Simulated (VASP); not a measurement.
## Sb: single point with PBE-based screened hybrid with 10 % exact exchange

Crystal: Sb.

```
CELL_PARAMETERS angstrom
3.16000 0.00000 0.00000
0.00000 3.16000 0.00000
0.00000 0.00000 3.16000
ATOMIC_POSITIONS crystal
Sb 0.00000 0.00000 0.00000
```

This isn't the form of Sb at room conditions, which is rhombohedral.

| Property | Result |
| --- | --- |
| Program | VASP 6.6.1 |
| Task | single point |
| Functional | PBE-based screened hybrid with 10 % exact exchange |
| Potentials or basis | VASP PAW PBE potentials, release 64 (Sb) |
| Cutoff | 520 eV |
| k mesh | 4 × 4 × 4 |
| Occupations | fermi-dirac, width 0.05 eV |
| Spin | no spin polarisation |

The pressure is -4.3 GPa and the band gap on the k mesh is zero (an odd number of electrons rules out a gap without spin polarisation).

Levels at points of the mesh, in eV from the Fermi level:
```tsv
k point	band 1	band 2	band 3	band 4	band 5	band 6	band 7
(0.00, 0.00, 0.00)	-12.65	3.18	3.18	3.18	6.93	6.93	8.07
(0.50, 0.00, 0.00)	-10.33	-5.61	5.10	5.10	8.95	10.67	11.31
(0.50, 0.50, 0.00)	-7.84	-3.59	-3.59	2.42	7.01	12.58	13.27
(0.50, 0.50, 0.50)	-5.10	-1.72	-1.72	-1.72	5.00	5.00	5.00
```

It took 69 s on 1 thread of Intel Xeon 8259CL, on a shared host, peak memory 0.24 GiB.

Caveat: the k points lie up to 0.50 Å⁻¹ apart, too coarse for converged energies and pressures of a metal; the PAW data sets were made with another functional, which shifts forces and pressure a little; spin-orbit coupling is left out, which moves the levels of the heavy elements.
